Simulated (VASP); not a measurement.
TiN:

```
CELL_PARAMETERS angstrom
0.00000 2.01423 2.01423
2.01423 0.00000 2.01423
2.01423 2.01423 0.00000
ATOMIC_POSITIONS crystal
Ti 0.00000 0.00000 0.00000
N 0.50000 0.50000 0.50000
```

Program: VASP 6.6.1. Alike in all runs: task single point; level PBEsol; potentials or basis VASP PAW PBE potentials, release 64 (Ti_sv, N); spin collinear; cell as given; k mesh 20 × 20 × 20; cutoff (eV) 520; smearing gaussian 0.15 eV.

Task: Order these runs on this cell by their pressure, lowest first.
A. fixed moment (μB) 0.625
B. fixed moment (μB) 0.375
C. fixed moment (μB) 0.875
D. fixed moment (μB) 0.75

Result: B (52.2 GPa), A (54.7 GPa), D (56.5 GPa), C (58.8 GPa).

Caveats: the cell stands under pressure; the PAW data sets were made with another functional, which shifts forces and pressure a little; the total moment is fixed, so each spin has its own Fermi level.
